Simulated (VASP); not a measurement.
A run of VASP 6.6.1 is set up as follows.

INCAR

```
SYSTEM = Rh
PREC = Accurate ; ENCUT = 600
EDIFF = 1E-7 ; ISMEAR = 0
SIGMA = 0.1 ; LREAL = .False.
LASPH = .True. ; NELM = 100
ALGO = Normal ; ISIF = 3
LWAVE = .False. ; LCHARG = .False.
GGA = PE ; IBRION = 2
NSW = 90 ; EDIFFG = -0.04
```

File KPOINTS:

```
regular mesh
0
Gamma
  4 4 4
  0 0 0
```

Contents of POSCAR:

```
Rh
1.0
    4.4331410582      0.0000000000      0.0000000000
    0.0000000000      4.4331410582      0.0000000000
    0.0000000000      0.0000000000      4.4331410582
Rh
6
Direct
    0.0000000000      0.5000000000      0.2500000000
    0.0000000000      0.5000000000      0.7500000000
    0.2500000000      0.0000000000      0.5000000000
    0.5000000000      0.2500000000      0.0000000000
    0.5000000000      0.7500000000      0.0000000000
    0.7500000000      0.0000000000      0.5000000000
```

Potentials or basis: VASP PAW PBE potentials, release 64 (Rh_pv).

The run is started by

```sh
$ cat potpaw_PBE.64/Rh_pv/POTCAR > POTCAR
$ mpirun -np 1 vasp_std > vasp.out
```

Predict the band gap on the k mesh.

zero (band 45 reaches 9.02 eV, above the bottom of band 46 at 8.21 eV).

What does it give for the relaxed cell?

a = 4.665 Å, b = 4.665 Å, c = 4.665 Å, α = 90.00°, β = 90.00°, γ = 90.00°.

Final structure:
```yaml
crystal:
  lattice:
    - [4.66451, 0.00000, 0.00000]
    - [0.00000, 4.66451, 0.00000]
    - [0.00000, 0.00000, 4.66451]
  atoms:
    - { symbol: Rh, position: [0.00000, 0.50000, 0.25000] }
    - { symbol: Rh, position: [0.00000, 0.50000, 0.75000] }
    - { symbol: Rh, position: [0.25000, 0.00000, 0.50000] }
    - { symbol: Rh, position: [0.50000, 0.25000, 0.00000] }
    - { symbol: Rh, position: [0.50000, 0.75000, 0.00000] }
    - { symbol: Rh, position: [0.75000, 0.00000, 0.50000] }
```
